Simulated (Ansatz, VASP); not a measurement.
# CdSe in VASP and in Ansatz

```xyz
4
Lattice="4.3407 0.0000 0.0000 -2.1704 3.7592 0.0000 0.0000 0.0000 7.0766" Properties=species:S:1:pos:R:3 pbc="T T T"
Cd    0.0000    2.5061   -0.0034
Cd    2.1704    1.2531    3.5350
Se    0.0000    2.5061    2.6571
Se    2.1704    1.2531    6.1954
```

Alike in both runs: task single point; functional r2SCAN; k mesh 12 × 12 × 4; no spin polarisation.

|  | VASP | Ansatz |
| --- | --- | --- |
| version | VASP 6.6.1 | Ansatz 0.2.0 |
| potentials or method | VASP PAW PBE potentials, release 64 (Cd, Se) | plane waves, PAW |
| plane-wave cutoff (eV) | 520 | 500 |
| occupations | gaussian, width 0.01 eV | fixed |
| valence electrons in the cell | 36 | 72 |

|  | VASP | Ansatz | Ansatz less VASP |
| --- | --- | --- | --- |
| gap on the k mesh at the Fermi level (eV) | 1.09 | 1.11 | +0.011 |
| pressure (GPa) | 0.2 | 0.0 | -0.24 |

VASP's potentials were made for PBE, not for r2SCAN. VASP's potentials hold 36 valence electrons a cell and Ansatz's 72, so a difference there can come from the potentials and not from the codes.
